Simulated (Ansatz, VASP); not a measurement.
## Two plane-wave programs on GaN

```
Ga N
1.0
     0.00000    2.24913    2.24913
     2.24913    0.00000    2.24913
     2.24913    2.24913    0.00000
Ga N
1 1
Direct
  0.00000 0.00000 0.00000
  0.25000 0.25000 0.25000
```

Alike in both runs: functional PBEsol; k mesh 12 × 12 × 12; occupations fermi-dirac, width 0.08 eV; no spin polarisation.

Ansatz relaxed the structure, and its values are those at the end. VASP's run is a single point on that final structure, the one shown.

|  | VASP | Ansatz |
| --- | --- | --- |
| version | VASP 6.6.1 | Ansatz 0.2.0 |
| potentials or method | VASP PAW PBE potentials, release 64 (Ga_d, N) | PAW with Ansatz's default frozen-core files, scalar-relativistic |
| plane-wave cutoff (eV) | 520 | 420 |
| valence electrons in the cell | 18 | 18 |

|  | VASP | Ansatz | Ansatz less VASP |
| --- | --- | --- | --- |
| pressure (GPa) | -0.2 | 0.0 | +0.21 |

VASP's potentials were made for PBE, not for PBEsol.
